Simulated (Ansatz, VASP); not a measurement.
**One calculation of Ca, two programs**

```xyz
2
Lattice="-3.2323 3.2323 1.7509 3.2323 -3.2323 1.7509 3.2323 3.2323 -1.7509" Properties=species:S:1:pos:R:3 pbc="T T T"
Ca    0.0000   -1.6161   -0.4377
Ca    0.0000    1.6161    0.4377
```

Change from the starting cell: volume scaled by 0.85, LAPW.

Alike in both runs: task single point; functional PBE; k mesh 12 × 12 × 12; occupations fermi-dirac, width 0.05 eV; no spin polarisation.

```csv
,VASP,Ansatz
version,VASP 6.6.1,Ansatz 0.2.0
potentials or method,"VASP PAW PBE potentials, release 64 (Ca_sv), cutoff 520 eV","all-electron LAPW, scalar-relativistic"
```

|  | VASP | Ansatz | Ansatz less VASP |
| --- | --- | --- | --- |
| pressure (GPa) | 2.7 | 2.7 | -0.02 |

Ansatz ran all-electron here, and VASP with PAW potentials.
